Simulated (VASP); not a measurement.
# C (P1) in VASP: notebook, part 2 of 2

VASP 6.6.1.

### 4 Single point, LDA (the part above a cut slid along it)

INCAR reads:

```
PREC = Accurate
ENCUT = 520
EDIFF = 1E-6
ISMEAR = 0
SIGMA = 0.05
LREAL = False
LASPH = True
NELM = 60
ALGO = Normal
ISIF = 2
LWAVE = False
LCHARG = True
LELF = True
LVHAR = True
NBANDS = 31
```

KPOINTS reads:

```
Automatic mesh
0
Gamma
  10 10 3
```

POSCAR reads:

```
C
1.0
   -2.4912907516      0.0000000000      0.0000000000
   -1.2456453758     -2.1575210791      0.0000000000
    0.9965163006      0.7191736930     10.2538776052
C
10
Direct
   -0.0625970132      0.0248185525      0.8741556576
    0.9026570132      0.9751814475      0.7252443424
    0.0961169548      0.1086956498      0.1257869493
    0.8439430452      0.8913043502      0.4736130507
    0.1308859642      0.1583656632      0.2747969895
    0.8091740358      0.8416343368      0.3246030105
    0.2824352038      0.3748645769      0.9242937306
    0.5576247962      0.6251354231      0.6751062694
    0.4177553082      0.4253218689      0.0756656066
    0.5223046918      0.5746781311      0.5237343934
```

Potentials or basis: VASP PAW LDA potentials, release 64 (C).

Command:

```console
cat potpaw_LDA.64/C/POTCAR > POTCAR
mpirun -np 1 vasp_std > vasp.out
```

OUTCAR:

```text
PREC = Accurate
   ENCUT = 520
   EDIFF = 1E-6
   ISMEAR = 0
   LREAL = False
   LASPH = True
   NELM = 60
   ISIF = 2

 ion  position               nearest neighbor table
   1  0.937  0.025  0.874-   2 1.53   7 1.53   7 1.53   7 1.53
   2  0.903  0.975  0.725-   1 1.53   8 1.53   8 1.53   8 1.53
   3  0.096  0.109  0.126-   9 1.53   9 1.53   9 1.53   5 1.53
   4  0.844  0.891  0.474-  10 1.53  10 1.53  10 1.53   6 1.53
   5  0.131  0.158  0.275-   6 1.53   6 1.53   6 1.53   3 1.53
   6  0.809  0.842  0.325-   5 1.53   5 1.53   5 1.53   4 1.53
   7  0.282  0.375  0.924-   1 1.53   1 1.53   1 1.53   9 1.57
   8  0.558  0.625  0.675-   2 1.53   2 1.53   2 1.53  10 1.55
[... 1040 lines left out ...]
  external PRESSURE =      15.1348191 kB  Pullay stress =       0.0000000 kB

 VOLUME and BASIS-vectors are now :
 -----------------------------------------------------------------------------
  energy-cutoff  :      520.00
  volume of cell :       55.11
      direct lattice vectors                 reciprocal lattice vectors
    -2.491290752  0.000000000  0.000000000    -0.401398351  0.231747446  0.022755619
    -1.245645376 -2.157521079  0.000000000     0.000000000 -0.463494892  0.032508027
     0.996516301  0.719173693 10.253877605     0.000000000  0.000000000  0.097524082

 POSITION                                       TOTAL-FORCE (eV/Angst)
 -----------------------------------------------------------------------------------
     -1.49515      0.57512      8.96349         0.000977      0.056731      0.006824
     -2.74079     -1.58240      7.43657        -0.179036      0.008504     -0.025694
     -0.24950     -0.14405      1.28980        -0.003449      0.056819     -0.007147
     -2.74079     -1.58240      4.85637         0.016620      0.000497      0.001909
     -0.24950     -0.14405      2.81773         0.180119      0.008625      0.026267
     -2.74079     -1.58240      3.32844        -0.003138      0.000752     -0.001511
     -0.24950     -0.14405      9.47759        -1.679319     -0.066590      0.034979
     -1.49515     -0.86322      6.92246         0.000145      0.000775     -0.003889
     -1.49515     -0.86322      0.77587         1.681552     -0.066611     -0.035085
     -1.49515     -0.86322      5.37031        -0.014472      0.000498      0.003347
 -----------------------------------------------------------------------------------
    total drift:                               -0.000010     -0.000005     -0.000122

  FREE ENERGIE OF THE ION-ELECTRON SYSTEM (eV)
  ---------------------------------------------------
  free  energy   TOTEN  =      -100.9210096487 eV

  energy  without entropy=     -100.9210096487  energy(sigma->0) =     -100.92100965
```

stdout:

```text
POSCAR found type information on POSCAR C
 POSCAR found :  1 types and      10 ions
 scaLAPACK will be used
 LDA part: xc-table for (Slater(with rela. corr.)+CA(PZ))
 , standard interpolation
 POSCAR, INCAR and KPOINTS ok, starting setup
 FFT: planning ... GRIDC
 FFT: planning ... GRID_SOFT
 FFT: planning ... GRID
 WAVECAR not read
 entering main loop
```

It took 6.1 min on 1 thread of Intel Xeon 8259CL, shared host; peak memory 0.27 GiB.

What came out:

| Quantity | Value |
| --- | --- |
| Free energy | -100.9210 eV |
| Pressure | 1.5 GPa |
| Largest force | 1.683 eV/Å |
| Band gap on the k mesh | 4.31 eV (least direct gap 5.17 eV) |

Forces in eV/Å, atoms in the order of the input:
```
C    0.001  0.057  0.007
C   -0.179  0.009 -0.026
C   -0.003  0.057 -0.007
C    0.017  0.000  0.002
C    0.180  0.009  0.026
C   -0.003  0.001 -0.002
C   -1.679 -0.067  0.035
C    0.000  0.001 -0.004
C    1.682 -0.067 -0.035
C   -0.014  0.000  0.003
```

Caveat: the cell differs from its parent crystal (the part above a cut slid along it); forces of over 1 eV/Å act on the atoms, so gaps and moduli don't describe the material at rest.

### 5 Single point, LDA (the part above a cut slid along it)

INCAR reads:

```
ALGO = Normal
EDIFF = 1E-6
ENCUT = 520
GGA = CA
ISIF = 2
ISMEAR = 0
LASPH = T
LCHARG = F
LREAL = F
LWAVE = F
NBANDS = 31
NELM = 80
PREC = Accurate
SIGMA = 0.05
```

KPOINTS reads:

```
k-points
0
Gamma
  10 10 3
```

POSCAR reads:

```
C
1.0
   -2.4912907516      0.0000000000      0.0000000000
   -1.2456453758     -2.1575210791      0.0000000000
    0.4982581503      0.7191736930     10.2538776052
C
10
Direct
   -0.2374281447      0.0248185525      0.8741556576
    0.7576081447      0.9751814475      0.7252443424
    0.0709595650      0.1086956498      0.1257869493
    0.7492204350      0.8913043502      0.4736130507
    0.0759265663      0.1583656632      0.2747969895
    0.7442534337      0.8416343368      0.3246030105
    0.0975764577      0.3748645769      0.9242937306
    0.4226035423      0.6251354231      0.6751062694
    0.4026221869      0.4253218689      0.0756656066
    0.4175578131      0.5746781311      0.5237343934
```

Command:

```console
cat potpaw_LDA.64/C/POTCAR > POTCAR
mpirun -np 1 vasp_std > vasp.out
```

Wall time 6.5 min (1 thread of Intel Xeon 8259CL, shared host); peak memory 0.27 GiB.

Results (log left out):

| Item | Value |
| --- | --- |
| Free energy | -99.1224 eV |
| Pressure | 2.4 GPa |
| Largest force | 4.515 eV/Å |
| Band gap on the k mesh | 2.38 eV (least direct gap 4.71 eV) |

Forces in eV/Å, atoms in the order of the input:
```
C   -0.126  0.368  0.013
C   -0.446  0.106 -0.216
C    0.119  0.369 -0.014
C    0.044  0.007  0.014
C    0.447  0.108  0.220
C   -0.006  0.001 -0.014
C   -4.407 -0.484 -0.817
C    0.000  0.003  0.006
C    4.415 -0.484  0.816
C   -0.039  0.006 -0.010
```

Stress tensor (GPa, compression positive):
```
-5.38  0.03 29.57
 0.03  3.54  0.03
29.57  0.03  8.98
```

Levels at points of the mesh, in eV from the valence-band top:
```
           k point  band 16  band 17  band 18  band 19  band 20  band 21  band 22  band 23  band 24  band 25
(0.00, 0.00, 0.00)    -1.66    -1.40    -0.84    -0.57     0.00     4.71     5.12     5.38     5.88     6.47
(0.50, 0.00, 0.00)    -5.71    -5.16    -4.81    -3.68    -2.55     2.57     4.55     4.68     5.89     6.36
(0.00, 0.50, 0.00)    -5.65    -5.14    -4.48    -3.93    -3.32     4.38     4.65     5.06     5.99     6.06
(0.50, 0.50, 0.00)    -5.81    -4.92    -4.37    -3.84    -2.74     2.59     4.37     5.20     5.31     6.01
```

Caveat: the cell differs from its parent crystal (the part above a cut slid along it); the stress differs along the axes, from -5 to 9 GPa; forces of over 1 eV/Å act on the atoms, so gaps and moduli don't describe the material at rest. A k mesh can miss the band edges.

### 6 Summary

```tsv
cell	gap on the mesh (eV)	pressure (GPa)	largest force (eV/Å)
a = 2.491, b = 2.491, c = 10.306 Å, angles 95.5, 94.2, 60.0°, 10 atoms	3.76	1.6	3.29
a = 2.491, b = 2.491, c = 10.282 Å, angles 94.2, 91.4, 60.0°, 10 atoms	0.79	4.2	4.84
a = 2.491, b = 2.491, c = 10.327 Å, angles 96.2, 95.5, 60.0°, 10 atoms	4.31	1.5	1.68
a = 2.491, b = 2.491, c = 10.291 Å, angles 94.9, 92.8, 60.0°, 10 atoms	2.38	2.4	4.52
```

Alike in all rows: task single point; level LDA; potentials or basis VASP PAW LDA potentials, release 64 (C); no spin polarisation; k mesh 10 × 10 × 3; cutoff (eV) 520; smearing gaussian 0.05 eV.

Caveats: forces of over 1 eV/Å act on the atoms, so gaps and moduli don't describe the material at rest; the stress differs along the axes, from -2 to 4 GPa (at least some runs); the stress differs along the axes, from -9 to 17 GPa (at least some runs); semilocal functionals underestimate gaps, and a narrow one can read as zero (at least some runs); the stress differs along the axes, from -5 to 9 GPa (at least some runs).

Absolute energies hang on the potentials; compare differences alone.
